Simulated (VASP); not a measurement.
Runs of VASP 6.6.1 on Zn. The structure is that of space group P6_3/mmc (No. 194), or close to it. The cells are those of the table. 

| cell | gap on the mesh (eV) | pressure (GPa) |
| --- | --- | --- |
| a = 2.574, b = 2.574, c = 4.735 Å, angles 90.0, 90.0, 120.0°, 2 atoms | none | 4.9 |
| a = 2.609, b = 2.609, c = 4.800 Å, angles 90.0, 90.0, 120.0°, 2 atoms | none | (a) |
| a = 2.501, b = 2.501, c = 4.600 Å, angles 90.0, 90.0, 120.0°, 2 atoms | none | 17.3 |
| a = 2.710, b = 2.710, c = 4.985 Å, angles 90.0, 90.0, 120.0°, 2 atoms | none | -7.4 |

Alike in all rows: task single point; level PBEsol; potentials or basis VASP PAW PBE potentials, release 64 (Zn); no spin polarisation; k mesh 23 × 23 × 11; cutoff (eV) 520; smearing fermi-dirac 0.1 eV.

Question: Fill in the values left out.

Answer: (a) 0.5.

Caveats: the PAW data sets were made with another functional, which shifts forces and pressure a little.

A gap of «none» marks levels without a gap at the run's occupations.
